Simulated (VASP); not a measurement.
# InPd (Pm-3m) in VASP: single point with PBE0

Aim: the single point of InPd with PBE0.

All numbers are computed with VASP 6.6.1; they aren't measurements. Logs are shortened: lines on timing, memory, paths and dates and some standing lists are left out, and cuts for length are marked.

**1. The cell of the first run**

The structure is cubic, space group Pm-3m (No. 221). The conventional cell has a = 3.315 Å, b = 3.315 Å, c = 3.315 Å, α = 90.00°, β = 90.00°, γ = 90.00°. In (site symmetry m-3m) has 8 Pd at 2.87 Å and 6 In at 3.31 Å within 3.8 Å. Within 3.8 Å of Pd (site symmetry m-3m) lie 8 In at 2.87 Å and 6 Pd at 3.31 Å.

**2. Single point, PBE0**

Contents of POSCAR:

```
InPd
1.0
    3.3149408331      0.0000000000      0.0000000000
    0.0000000000      3.3149408331      0.0000000000
    0.0000000000      0.0000000000      3.3149408331
In Pd
1 1
Direct
    0.0000000000      0.0000000000      0.0000000000
    0.5000000000      0.5000000000      0.5000000000
```

Contents of INCAR.step1:

```
SYSTEM = InPd
ALGO = Normal
EDIFF = 1E-5
ENCUT = 520
GGA = PE
ISIF = 2
ISMEAR = -1
LASPH = .TRUE.
LREAL = .FALSE.
LWAVE = .TRUE.
NBANDS = 18
NELM = 100
PREC = Accurate
SIGMA = 0.05
```

Contents of INCAR.step2:

```
SYSTEM = InPd
AEXX = 0.25
ALGO = Normal
EDIFF = 1E-6
ENCUT = 520
GGA = PE
ISIF = 2
ISMEAR = -1
ISTART = 1
LASPH = .TRUE.
LCHARG = .TRUE.
LELF = .TRUE.
LHFCALC = .TRUE.
LREAL = .FALSE.
LVHAR = .TRUE.
LWAVE = .FALSE.
NBANDS = 18
NELM = 100
PREC = Accurate
PRECFOCK = Normal
SIGMA = 0.05
```

Contents of KPOINTS:

```
k-points
0
G
  6 6 6
  0 0 0
```

Potentials or basis: VASP PAW PBE potentials, release 64 (In_d, Pd).

On the command line:

```sh
> cat potpaw_PBE.64/In_d/POTCAR potpaw_PBE.64/Pd/POTCAR > POTCAR
> cp INCAR.step1 INCAR
> mpirun -np 1 vasp_std > vasp.out
> cp INCAR.step2 INCAR
> mpirun -np 1 vasp_std > vasp.out
```

OUTCAR:

```text
SYSTEM = InPd
   AEXX = 0.25
   EDIFF = 1E-6
   ENCUT = 520
   GGA = PE
   ISIF = 2
   ISMEAR = -1
   ISTART = 1
   LASPH = .TRUE.
   LHFCALC = .TRUE.
   LREAL = .FALSE.
   NELM = 100
   PREC = Accurate
   PRECFOCK = Normal

 ion  position               nearest neighbor table
   1  0.000  0.000  0.000-   2 2.87   2 2.87   2 2.87   2 2.87   2 2.87   2 2.87   2 2.87   2 2.87

   2  0.500  0.500  0.500-   1 2.87   1 2.87   1 2.87   1 2.87   1 2.87   1 2.87   1 2.87   1 2.87

  LATTYP: Found a simple cubic cell.
 ALAT       =     3.3149408331

  Lattice vectors:

 A1 = (   3.3149408331,   0.0000000000,   0.0000000000)
 A2 = (   0.0000000000,   3.3149408331,   0.0000000000)
 A3 = (   0.0000000000,   0.0000000000,   3.3149408331)

Analysis of symmetry for initial positions (statically):
=====================================================================
 Subroutine PRICEL returns:
 Original cell was already a primitive cell.

 Routine SETGRP: Setting up the symmetry group for a
 simple cubic supercell.

 Subroutine GETGRP returns: Found 48 space group operations
 (whereof 48 operations were pure point group operations)
 out of a pool of 48 trial point group operations.

The static configuration has the point symmetry O_h .

Analysis of symmetry for dynamics (positions and initial velocities):
=====================================================================
 Subroutine PRICEL returns:
 Original cell was already a primitive cell.

 Routine SETGRP: Setting up the symmetry group for a
 simple cubic supercell.

 Subroutine GETGRP returns: Found 48 space group operations
 (whereof 48 operations were pure point group operations)
 out of a pool of 48 trial point group operations.

The dynamic configuration has the point symmetry O_h .

 Subroutine INISYM returns: Found 48 space group operations
 (whereof 48 operations are pure point group operations),
 and found     1 'primitive' translations

----------------------------------------------------------------------------------------

                                     Primitive cell

  volume of cell :      36.4273

[... 83 lines left out ...]
   EDIFF  = 0.1E-05   stopping-criterion for ELM
   LREAL  =      F    real-space projection
   EDIFFG = 0.1E-04   stopping-criterion for IOM
   NSW    =      0    number of steps for IOM
   IBRION =     -1    ionic relax: 0-MD 1-quasi-New 2-CG
   NFREE  =      0    steps in history (QN), initial steepest desc. (CG)
   ISIF   =      2    stress and relaxation
   ISYM   =      3    0-nonsym 1-usesym 2-fastsym
   POTIM  = 0.5000    time-step for ionic-motion
   TEBEG  =    0.0;   TEEND  =   0.0 temperature during run
   PSTRESS=    0.0 pullay stress
   NELECT =      23.0000    total number of electrons
   NUPDOWN=      -1.0000    fix difference up-down
   EMIN   =  10.00;   EMAX   =-10.00  energy-range for DOS
   EFERMI =   0.00;   METHOD = LEGACY
   ISMEAR =    -1;   SIGMA  =   0.05  broadening in eV -4-tet -1-fermi 0-gaus
   EFERMI_NEDOS =   21; number of points for ismear=-14 and -15
   IALGO  =     38    algorithm
   IMIX   =      1    mixing-type and parameters
     AMIX     =   0.40;   BMIX     =  1.00
     AMIX_MAG =   1.60;   BMIX_MAG =  1.00
  volume/ion in A,a.u.               =      18.21       122.91
  Fermi-wavevector in a.u.,A,eV,Ry     =   1.404457  2.654038 26.837470  1.972498
  Thomas-Fermi vector in A             =   2.527016
   LORBIT       =      0    0 simple, 1 ext, 2 COOP (PROOUT), +10 PAW based schemes
   GGA     = PE    functional components
   LHFCALC =     T    Hartree Fock is set to
   PRECFOCK=normal    Normal, Fast or Accurate (Low or Medium for compatibility)
   ENCUT4O =  -1.0   cutoff for four orbital integrals eV
   NKREDX  =     1    reduce k-point grid by
   NKREDY  =     1    reduce k-point grid by
   NKREDZ  =     1    reduce k-point grid by
   AEXX    =    0.2500 exact exchange contribution
   HFSCREEN=    0.0000 screening length (either q_TF or 0.3 A-1)
   HFSCREENC=   0.0000 screening length for correlation (either q_TF or 0.3 A-1)
   ENCUTFOCK=  -1.0 apply spherical cutoff to Coloumb kernel
   IVDW    =     0    specifies the selected vdW correction
   LEPSILON=     F    determine dielectric tensor
   LRPA    =     F    only Hartree local field effects (RPA)
 non-spin polarized calculation
  energy-cutoff  :      520.00
  volume of cell :       36.43
 maximum number of plane-waves:      1000
 NGX is ok and might be reduce to    28
  NGX = 20; NGY = 20; NGZ = 20

 number of electron      23.0000001 magnetization

 Free energy of the ion-electron system (eV)
  ---------------------------------------------------
  ext. energy  EPLUGINS =         0.00000000
  ---------------------------------------------------
  free energy    TOTEN  =       -11.15306722 eV

  energy without entropy =      -11.15111564  energy(sigma->0) =      -11.15209143

 E-fermi :   9.8982     XC(G=0):  -9.4185

 val. band max:        9.2545248767   @ k =   0.3333   0.3333   0.0000
 cond. band min:      10.0343015700   @ k =   0.5000   0.3333   0.3333
 fundamental gap:      0.7797766932
 Fermi energy:         9.8981857491

 k-point     1 :       0.0000    0.0000    0.0000
  band No.  band energies     occupation
      1      -7.6298      2.00000
      2      -7.6298      2.00000
      3      -7.2476      2.00000
      4      -7.2476      2.00000
      5      -7.2476      2.00000
      6      -1.5907      2.00000
[... 397 lines left out ...]
      5      -7.0608      2.00000
      6       3.7369      2.00000
[... 10 lines left out ...]
     17      14.8048      0.00000
     18      16.7279      0.00000

------------------------ aborting loop because EDIFF is reached ----------------------------------------

  FORCE on cell =-STRESS in cart. coord.  units (eV):
  Direction    XX          YY          ZZ          XY          YZ          ZX
  --------------------------------------------------------------------------------------
  -------------------------------------------------------------------------------------
  Total       -1.0442131     -1.0442131     -1.0442131     -0.0000000     -0.0000000      0.0000000
  in kB      -45.9274540    -45.9274540    -45.9274540     -0.0000000     -0.0000000      0.0000000
  external PRESSURE =     -45.9274540 kB  Pullay stress =       0.0000000 kB

 VOLUME and BASIS-vectors are now :
 -----------------------------------------------------------------------------
  energy-cutoff  :      520.00
  volume of cell :       36.43
      direct lattice vectors                 reciprocal lattice vectors
     3.314940833  0.000000000  0.000000000     0.301664509  0.000000000  0.000000000
     0.000000000  3.314940833  0.000000000     0.000000000  0.301664509  0.000000000
     0.000000000  0.000000000  3.314940833     0.000000000  0.000000000  0.301664509

 POSITION                                       TOTAL-FORCE (eV/Angst)
 -----------------------------------------------------------------------------------
      0.00000      0.00000      0.00000         0.000000      0.000000      0.000000
      1.65747      1.65747      1.65747         0.000000      0.000000      0.000000
 -----------------------------------------------------------------------------------
    total drift:                               -0.000000     -0.000000     -0.000000

  FREE ENERGIE OF THE ION-ELECTRON SYSTEM (eV)
  ---------------------------------------------------
  free  energy   TOTEN  =       -11.1530672237 eV

  energy  without entropy=      -11.1511156419  energy(sigma->0) =      -11.15209143
```

OUTCAR.step1:

```text
SYSTEM = InPd
   EDIFF = 1E-5
   ENCUT = 520
   GGA = PE
   ISIF = 2
   ISMEAR = -1
   LASPH = .TRUE.
[... 635 lines left out ...]
      0.00000      0.00000      0.00000         0.000000      0.000000      0.000000
      1.65747      1.65747      1.65747         0.000000      0.000000      0.000000
 -----------------------------------------------------------------------------------
    total drift:                                0.000000      0.000000      0.000000

  FREE ENERGIE OF THE ION-ELECTRON SYSTEM (eV)
  ---------------------------------------------------
  free  energy   TOTEN  =        -8.7224500300 eV

  energy  without entropy=       -8.7157017624  energy(sigma->0) =       -8.71907590
```

OSZICAR.step1:

```text
N       E                     dE             d eps       ncg     rms          rms(c)
DAV:   1     0.161306060099E+03    0.16131E+03   -0.11301E+04   736   0.165E+03
DAV:   2    -0.300013876636E-01   -0.16134E+03   -0.15500E+03   744   0.358E+02
DAV:   3    -0.871451039696E+01   -0.86845E+01   -0.85946E+01   814   0.873E+01
DAV:   4    -0.890944225006E+01   -0.19493E+00   -0.19479E+00   868   0.118E+01
DAV:   5    -0.891875393744E+01   -0.93117E-02   -0.93110E-02   988   0.255E+00    0.586E+00
DAV:   6    -0.876065222044E+01    0.15810E+00   -0.37384E-01   824   0.798E+00    0.276E+00
DAV:   7    -0.872997036589E+01    0.30682E-01   -0.56132E-02   926   0.407E+00    0.134E+00
DAV:   8    -0.872307422049E+01    0.68961E-02   -0.21078E-02   810   0.132E+00    0.361E-01
DAV:   9    -0.872244366066E+01    0.63056E-03   -0.17093E-03   922   0.639E-01    0.646E-02
DAV:  10    -0.872245003004E+01   -0.63694E-05   -0.42028E-05   936   0.893E-02
   1 F= -.87224500E+01 E0= -.87190759E+01  d E =-.674827E-02
```

Wall time 1.7 h (1 thread of Oxide Virtual Turin-like, shared host); peak memory 0.15 GiB.

Results:

* Free energy: -11.1531 eV
* Pressure: -4.6 GPa
* Band gap on the k mesh: zero (an odd number of electrons rules out a gap without spin polarisation)

Levels at points of the mesh, in eV from the Fermi level:
```csv
k point,band 8,band 9,band 10,band 11,band 12,band 13,band 14,band 15
"(0.00, 0.00, 0.00)",-5.25,-3.53,-3.53,-3.53,4.95,4.95,4.95,10.44
"(0.50, 0.00, 0.00)",-5.21,-4.54,-4.54,-3.61,-2.20,10.43,10.43,10.61
"(0.50, 0.50, 0.00)",-3.98,-3.98,-3.05,-2.98,-2.98,1.71,3.05,10.37
"(0.50, 0.50, 0.50)",-6.16,-2.97,-2.97,0.43,4.34,4.34,4.34,4.91
```

Caveat: the cell stands under tension; the PAW data sets were made with another functional, which shifts forces and pressure a little; spin-orbit coupling is left out, which moves the levels of the heavy elements.

The gap in the log of VASP goes by the Fermi energy; the results here count the filled bands.